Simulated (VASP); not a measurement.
A run of VASP 6.6.1:

File INCAR:

```
SYSTEM = Se
PREC     = Accurate       ! precision mode
ENCUT    = 600            ! plane-wave cutoff, eV
EDIFF    = 1E-7           ! SCF threshold, eV
ISMEAR   = -1             ! smearing method
SIGMA    = 0.05           ! smearing width, eV
LREAL    = .FALSE.        ! projectors in reciprocal space
LASPH    = .TRUE.         ! aspherical terms in the spheres
NELM     = 80             ! most SCF steps
ALGO     = Normal         ! electronic algorithm
ISIF     = 3              ! what is computed and relaxed
LWAVE    = .FALSE.        ! write WAVECAR
LCHARG   = .FALSE.        ! write CHGCAR
GGA      = PE             ! functional
IBRION   = 2              ! ionic algorithm
NSW      = 60             ! ionic steps
EDIFFG   = -0.005         ! ionic threshold
PSTRESS  = 660.0
```

KPOINTS

```
regular mesh
0
G
  16 16 9
  0 0 0
```

POSCAR

```
Se
1.0
    2.7036956438      0.0000000000      0.0000000000
   -1.3518478219      2.3414691116      0.0000000000
    0.0000000000      0.0000000000      4.3799869429
Se
2
Direct
    0.3333333333      0.6666666667      0.2500000000
    0.6666666667      0.3333333333      0.7500000000
```

Potentials or basis: VASP PAW PBE potentials, release 64 (Se).

Command:

```bash
$ cat potpaw_PBE.64/Se/POTCAR > POTCAR
$ mpirun -np 1 vasp_std > vasp.out
```

Hardware: 1 thread of AMD EPYC 9755 128-Core Processor (shared host).

Question: Estimate the wall time of this run.

Answer: Wall time 6 min on 1 thread of AMD EPYC 9755 128-Core Processor (shared host), peak memory 0.16 GiB. Counts: scf iterations 102, k points 150, ion steps 19.
